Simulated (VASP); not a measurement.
# Zr2SbH (P-6m2) in VASP: notebook, part 2 of 2

VASP 6.6.1.

### Step 5. Relaxation of cell and atoms, PBE

This run uses another cell than the first one, of 21.47 Å³/atom.

Input file INCAR:

```
ALGO     = Fast           # electronic algorithm
EDIFF    = 1E-6           # SCF threshold, eV
EDIFFG   = -0.04          # ionic threshold
ENCUT    = 600            # plane-wave cutoff, eV
GGA      = PE             # functional
IBRION   = 2              # ionic algorithm
ISIF     = 3              # what is computed and relaxed
ISMEAR   = 0              # smearing method
LASPH    = True           # aspherical terms in the spheres
LCHARG   = False          # write CHGCAR
LREAL    = False          # projectors in reciprocal space
LWAVE    = False          # write WAVECAR
NELM     = 60             # most SCF steps
NSW      = 90             # ionic steps
PREC     = Accurate       # precision mode
SIGMA    = 0.1            # smearing width, eV
```

Input file KPOINTS:

```
k-points
0
Gamma
  6 6 4
```

Input file POSCAR:

```
Zr2SbH
1.0
    3.9992805800      0.0000000000      0.0000000000
   -1.9996402900      3.4634785800      0.0000000000
    0.0000000000      0.0000000000      6.1988848900
Zr Sb H
2 1 1
Direct
    0.0000000000      0.0000000000      0.7500000000
    0.0000000000      0.0000000000      0.2500000000
    0.6666666700      0.3333333300      0.5000000000
    0.3333333300      0.6666666700      0.0000000000
```

Launch:

```console
cat potpaw_PBE.64/Zr_sv/POTCAR potpaw_PBE.64/Sb/POTCAR potpaw_PBE.64/H/POTCAR > POTCAR
mpirun -np 1 vasp_std > vasp.out
```

Run time: 27 min. Hardware: 1 thread of Oxide Virtual Turin-like, shared host; peak memory 0.23 GiB.

It converged, with:

```yaml
Free_energy: -25.3170 eV
Relaxed_volume: 17.76 Å³/atom
Relaxed_cell: a = 3.262 Å, b = 3.262 Å, c = 7.705 Å, α = 90.00°, β = 90.00°, γ = 120.00°
Space_group_after_relaxing_to_0.1_Å: P-6m2 (No. 187)
Energy_gained_by_relaxing: 397.1 meV/atom
Ionic_steps: 15
Pressure_after_relaxing: -0.1 GPa
Largest_force_after_relaxing: 0.015 eV/Å
Band_gap_on_the_k_mesh: zero (bands 15 and 16 overlap by 1.19 eV)
```

Forces in eV/Å, atoms in the order of the input:
```
Zr   0.000  0.000  0.015
Zr   0.000  0.000 -0.015
Sb   0.000  0.000  0.000
H    0.000  0.000  0.000
```

Stress tensor (GPa, compression positive):
```
-0.17  0.00  0.00
 0.00 -0.17  0.00
 0.00  0.00  0.17
```

Step by step:
```csv
step,energy change (eV),largest force (eV/Å),pressure (GPa),volume (Å³)
1,0.0000,2.2482,2.22,85.86
2,-0.3290,0.4384,-5.21,89.56
3,-0.3385,0.2564,-6.27,90.32
4,-0.6793,0.0023,-5.40,85.75
5,-1.1778,1.1119,0.70,72.17
6,-1.4076,0.4553,1.42,70.76
7,-1.5368,0.1038,2.63,69.54
8,-1.3238,0.5780,7.62,66.72
9,-1.5453,0.2642,3.18,69.08
10,-1.5719,0.1223,-2.13,72.56
11,-1.5849,0.1521,-0.64,71.49
12,-1.5863,0.1673,-0.02,71.04
13,-1.5864,0.1678,0.04,71.00
14,-1.5883,0.0596,-0.03,71.02
15,-1.5885,0.0148,-0.05,71.02
```

Final structure:
```xyz
4
Lattice="3.2624 0.0000 0.0000 -1.6312 2.8254 0.0000 0.0000 0.0000 7.7054" Properties=species:S:1:pos:R:3 pbc="T T T"
Zr    3.2624    0.0000    6.2255
Zr    0.0000    0.0000    1.4798
Sb    1.6312    0.9418    3.8527
H     0.0000    1.8836    0.0000
```

Levels at points of the mesh, in eV from the Fermi level:
```
           k point  band 12  band 13  band 14  band 15  band 16  band 17  band 18  band 19
(0.00, 0.00, 0.00)    -1.78    -1.22     0.45     0.45     1.10     1.10     1.87     1.87
(0.50, 0.00, 0.00)    -3.39    -2.17    -1.61    -0.21     0.00     1.77     2.67     3.19
(0.00, 0.00, 0.50)    -2.86    -1.45     0.66     0.66     0.84     0.84     2.09     2.09
(0.50, 0.00, 0.50)    -2.78    -2.57    -1.62    -0.56     0.27     1.06     2.07     2.87
```

Caveat: the volume moved by over 15 % at a fixed basis, so the end points are rough; spin-orbit coupling is left out, which moves the levels of the heavy elements.

### Step 6. Single point, PBE

Input file INCAR:

```
SYSTEM = Zr2SbH
  PREC = Accurate
  ENCUT = 520
  EDIFF = 1E-6
  ISMEAR = 0
  SIGMA = 0.1
  LREAL = .FALSE.
  LASPH = .TRUE.
  NELM = 80
  ALGO = Fast
  ISIF = 2
  LWAVE = .FALSE.
  LCHARG = .TRUE.
  GGA = PE
  LELF = .TRUE.
  LVHAR = .TRUE.
  NBANDS = 23
```

Input file KPOINTS:

```
regular mesh
0
G
  18 18 6
  0 0 0
```

Input file POSCAR:

```
Zr2SbH
1.0
    3.2652511865      0.0000000000      0.0000000000
   -1.6326255933      2.8277904773      0.0000000000
    0.0000000000      0.0000000000      7.6717453125
Zr Sb H
2 1 1
Direct
    0.0000000000      0.0000000000      0.8093473581
    0.0000000000      0.0000000000      0.1906526419
    0.6666666667      0.3333333333      0.5000000000
    0.3333333333      0.6666666667      0.0000000000
```

Potentials or basis: VASP PAW PBE potentials, release 64 (Zr_sv, Sb, H).

Launch:

```console
cat potpaw_PBE.64/Zr_sv/POTCAR potpaw_PBE.64/Sb/POTCAR potpaw_PBE.64/H/POTCAR > POTCAR
mpirun -np 1 vasp_std > vasp.out
```

OUTCAR:

```text
SYSTEM = Zr2SbH
   PREC = Accurate
   ENCUT = 520
   EDIFF = 1E-6
   ISMEAR = 0
   LREAL = .FALSE.
   LASPH = .TRUE.
   NELM = 80
   ISIF = 2
   GGA = PE

 ion  position               nearest neighbor table
   1  0.000  0.000  0.809-   4 2.39   4 2.39   4 2.39   2 2.93   3 3.03   3 3.03   3 3.03
   2  0.000  0.000  0.191-   4 2.39   4 2.39   4 2.39   1 2.93   3 3.03   3 3.03   3 3.03
   3  0.667  0.333  0.500-   1 3.03   2 3.03   1 3.03   2 3.03   1 3.03   2 3.03
   4  0.333  0.667  0.000-   1 2.39   2 2.39   1 2.39   2 2.39   1 2.39   2 2.39

  LATTYP: Found a hexagonal cell.
 ALAT       =     3.2652511865
 C/A-ratio  =     2.3495115305

  Lattice vectors:

 A1 = (   3.2652511865,   0.0000000000,   0.0000000000)
 A2 = (  -1.6326255933,   2.8277904773,   0.0000000000)
 A3 = (   0.0000000000,   0.0000000000,   7.6717453125)

Analysis of symmetry for initial positions (statically):
=====================================================================
 Subroutine PRICEL returns:
 Original cell was already a primitive cell.

 Routine SETGRP: Setting up the symmetry group for a
 hexagonal supercell.

[... 171 lines left out ...]
 E-fermi :   9.6745     XC(G=0): -11.1108

 val. band max:        9.6721541687   @ k =   0.2222   0.2222   0.5000
 cond. band min:       9.6772875485   @ k =   0.3889  -0.0000   0.0000
 fundamental gap:      0.0051333798
 Fermi energy:         9.6745000946

 k-point     1 :       0.0000    0.0000    0.0000
  band No.  band energies     occupation
      1     -39.2924      2.00000
      2     -39.2240      2.00000
      3     -17.7270      2.00000
      4     -17.1275      2.00000
      5     -16.9991      2.00000
      6     -16.9991      2.00000
[... 613 lines left out ...]
     22      14.4360      0.00000
     23      14.8422      0.00000

 [... further k-points ...]

------------------------ aborting loop because EDIFF is reached ----------------------------------------

  FORCE on cell =-STRESS in cart. coord.  units (eV):
  Direction    XX          YY          ZZ          XY          YZ          ZX
  --------------------------------------------------------------------------------------
  -------------------------------------------------------------------------------------
  Total        0.0046342      0.0046342      0.0067393     -0.0000000     -0.0000000      0.0000000
  in kB        0.1048149      0.1048149      0.1524291     -0.0000000     -0.0000000      0.0000000
  external PRESSURE =       0.1206863 kB  Pullay stress =       0.0000000 kB

 VOLUME and BASIS-vectors are now :
 -----------------------------------------------------------------------------
  energy-cutoff  :      520.00
  volume of cell :       70.84
      direct lattice vectors                 reciprocal lattice vectors
     3.265251187  0.000000000  0.000000000     0.306255152  0.176816495  0.000000000
    -1.632625593  2.827790477  0.000000000     0.000000000  0.353632989  0.000000000
     0.000000000  0.000000000  7.671745312     0.000000000  0.000000000  0.130348436

 POSITION                                       TOTAL-FORCE (eV/Angst)
 -----------------------------------------------------------------------------------
      0.00000      0.00000      6.20911        -0.000000     -0.000000     -0.003067
      0.00000      0.00000      1.46264         0.000000      0.000000      0.003067
      1.63263      0.94260      3.83587        -0.000000     -0.000000      0.000000
     -0.00000      1.88519      0.00000         0.000000     -0.000000      0.000000
 -----------------------------------------------------------------------------------
    total drift:                               -0.000000      0.000000     -0.000000

  FREE ENERGIE OF THE ION-ELECTRON SYSTEM (eV)
  ---------------------------------------------------
  free  energy   TOTEN  =       -25.3351430109 eV

  energy  without entropy=      -25.3207513629  energy(sigma->0) =      -25.32794719
```

stdout:

```text
POSCAR found type information on POSCAR ZrSbH
 POSCAR found :  3 types and       4 ions
 scaLAPACK will be used
 LDA part: xc-table for (Slater+PW92), standard interpolation
 POSCAR, INCAR and KPOINTS ok, starting setup
 FFT: planning ... GRIDC
 FFT: planning ... GRID_SOFT
 FFT: planning ... GRID
 WAVECAR not read
 entering main loop
WARNING in EDDRMM: call to ZHEGV failed, returncode =   6  3     11
WARNING in EDDRMM: call to ZHEGV failed, returncode =   8  4     19
WARNING in EDDRMM: call to ZHEGV failed, returncode =   6  3      9
WARNING in EDDRMM: call to ZHEGV failed, returncode =   6  3     10
WARNING in EDDRMM: call to ZHEGV failed, returncode =   6  3     12
WARNING in EDDRMM: call to ZHEGV failed, returncode =   6  3     21
WARNING in EDDRMM: call to ZHEGV failed, returncode =   6  3     18
WARNING in EDDRMM: call to ZHEGV failed, returncode =   6  3     14
WARNING in EDDRMM: call to ZHEGV failed, returncode =   6  3     15
WARNING in EDDRMM: call to ZHEGV failed, returncode =   8  4      8
WARNING in EDDRMM: call to ZHEGV failed, returncode =   8  4     10
WARNING in EDDRMM: call to ZHEGV failed, returncode =   6  3     15
WARNING in EDDRMM: call to ZHEGV failed, returncode =   6  3     16
WARNING in EDDRMM: call to ZHEGV failed, returncode =   6  3      5
WARNING in EDDRMM: call to ZHEGV failed, returncode =   6  3     15
WARNING in EDDRMM: call to ZHEGV failed, returncode =   8  4      5
```

Run time: 9.6 min. Hardware: 1 thread of Oxide Virtual Turin-like, shared host; peak memory 0.33 GiB.

What came out:

```
Free energy            : -25.3351 eV
Pressure               : 0.0 GPa
Largest force          : 0.003 eV/Å
Band gap on the k mesh : zero (bands 15 and 16 overlap by 1.19 eV)
```

Forces on the atoms (eV/Å):
```
Zr   0.000  0.000 -0.003
Zr   0.000  0.000  0.003
Sb   0.000  0.000  0.000
H    0.000  0.000  0.000
```

Caveat: spin-orbit coupling is left out, which moves the levels of the heavy elements.

### Step 7. Overview

```csv
task,spin,cell,k mesh,cutoff (eV),gap on the mesh (eV),pressure (GPa),largest force (eV/Å)
single point,off,"a = 3.258, b = 3.258, c = 7.707 Å, angles 90.0, 90.0, 120.0°, 4 atoms, atomic positions A",6 × 6 × 4,520,none,0.2,-
single point,off,"a = 3.999, b = 3.999, c = 6.199 Å, angles 90.0, 90.0, 120.0°, 4 atoms, atomic positions B",6 × 6 × 4,520,none,2.2,2.25
single point,collinear,"a = 3.258, b = 3.258, c = 7.707 Å, angles 90.0, 90.0, 120.0°, 4 atoms, atomic positions A",6 × 6 × 2,520,none,-0.1,0.17
relaxation of cell and atoms,off,"relaxed from a = 3.999, b = 3.999, c = 6.199 Å, angles 90.0, 90.0, 120.0°, 4 atoms, atomic positions B",6 × 6 × 4,600,none,-0.1,0.01
single point,off,"a = 3.265, b = 3.265, c = 7.672 Å, angles 90.0, 90.0, 120.0°, 4 atoms, atomic positions C",18 × 18 × 6,520,none,0.0,-
```

Alike in all rows: level PBE; potentials or basis VASP PAW PBE potentials, release 64 (Zr_sv, Sb, H); smearing gaussian 0.1 eV.

Caveats: some runs use coarse meshes; spin-orbit coupling is left out, which moves the levels of the heavy elements; the stress differs along the axes, from 0 to 6 GPa (at least some runs); forces of over 1 eV/Å act on the atoms, so gaps and moduli don't describe the material at rest (at least some runs); the volume moved by over 15 % at a fixed basis, so the end points are rough (at least some runs).

Total energies depend on the potentials used, so only differences within one code and one set of settings carry meaning.

The gap in the log of VASP goes by the Fermi energy; the results here count the filled bands.